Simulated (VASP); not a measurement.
EuS, 2 atoms in the cell. The structure is cubic, space group Fm-3m (No. 225). The conventional cell has a = 5.876 Å, b = 5.876 Å, c = 5.876 Å, α = 90.00°, β = 90.00°, γ = 90.00°. Eu (site symmetry m-3m) has 6 S at 2.94 Å within 3.9 Å. S (site symmetry m-3m) has 6 Eu at 2.94 Å within 3.9 Å. 

```yaml
Program: VASP 6.6.1
Task: single point
Functional: LDA
Potentials_or_basis: VASP PAW PBE potentials, release 64 (Eu, S)
Cutoff: 600 eV
k_mesh: 8 × 8 × 8
Occupations: fermi-dirac, width 0.05 eV
Spin: collinear spin, ferromagnetic start
Starting_moments: "[7.0, 0.0] μB"
Dipole_correction: no
Further_INCAR_settings: ALGO = Normal; EDIFF = 1e-06; NBANDS = 22
```

Potentials or basis: VASP PAW PBE potentials, release 64 (Eu, S).

The run is started by

```bash
$ cat potpaw_PBE.64/Eu/POTCAR potpaw_PBE.64/S/POTCAR > POTCAR
$ mpirun -np 1 vasp_std > vasp.out
```

Hardware: 1 thread of AMD EPYC 9R45 96-Core Processor (Zen 5), with other jobs on the host.

How long does it take, and how much memory?

Run time: 80 s on 1 thread of AMD EPYC 9R45 96-Core Processor (Zen 5), with other jobs on the host, peak memory 0.2 GiB. Counts: scf iterations 16, k points 29.
